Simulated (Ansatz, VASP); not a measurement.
**Two plane-wave programs on Ru**

File INCAR:

```
SYSTEM = Ru
  PREC = Accurate
  ENCUT = 520
  EDIFF = 1E-7
  ISMEAR = 0
  SIGMA = 0.15
  LREAL = .FALSE.
  LASPH = .TRUE.
  NELM = 80
  ALGO = Fast
  ISIF = 2
  LWAVE = .FALSE.
  LCHARG = .FALSE.
  GGA = PE
  NBANDS = 21
```

Contents of KPOINTS:

```
regular mesh
0
G
  21 21 12
  0 0 0
```

POSCAR

```
Ru
1.0
    2.5767064135      0.0000000000      0.0000000000
   -1.2883532068      2.2314932122      0.0000000000
    0.0000000000      0.0000000000      4.5955558885
Ru
2
Direct
    0.3333333333      0.6666666667      0.2500000000
    0.6666666667      0.3333333333      0.7500000000
```

Input for Ansatz:

```yaml
crystal:
  lattice:
    - [2.5767064135, 0.0, 0.0]
    - [-1.2883532068, 2.2314932122, 0.0]
    - [0.0, 0.0, 4.5955558885]
  atoms:
    - { symbol: Ru, position: [0.3333333333, 0.6666666667, 0.25] }
    - { symbol: Ru, position: [0.6666666667, 0.3333333333, 0.75] }
basis:
  ecutwfc: 420
kpoints:
  mp_grid: { grid: [21, 21, 12] }
hamiltonian:
  xc: pbe
  pseudopotentials: { kind: paw, azcp: { folder: soft_1 } }
scf:
  occupations: { method: gaussian, width: 0.15 }
output:
  forces: true
  stress: true
  eigenvalues: true
```

Alike in both runs: task single point; functional PBE; k mesh 21 × 21 × 12; occupations gaussian, width 0.15 eV; no spin polarisation.

```csv
,VASP,Ansatz
version,VASP 6.6.1,Ansatz 0.2.0
potentials or method,"VASP PAW PBE potentials, release 64 (Ru_pv), cutoff 520 eV","scalar-relativistic, plane waves, PAW"
valence electrons in the cell,28,32
```

Ansatz gave:

| Quantity | Value |
| --- | --- |
| gap on the k mesh at the Fermi level (eV) | none |
| pressure (GPa) | 18.9 |
| traceless stress, the component that is largest in VASP (GPa) | -41.85 |

**Question.** What did VASP give for the same quantities?

**Answer.** gap on the k mesh at the Fermi level (eV): none; pressure (GPa): 18.9; traceless stress, the component that is largest in VASP (GPa): -41.81.

A gap of «none» marks a metal or a gap that the smearing closes. With one functional, cell and mesh, what is left measures potentials, basis and numerics. VASP's potentials hold 28 valence electrons a cell and Ansatz's 32, so a difference there can come from the potentials and not from the codes.
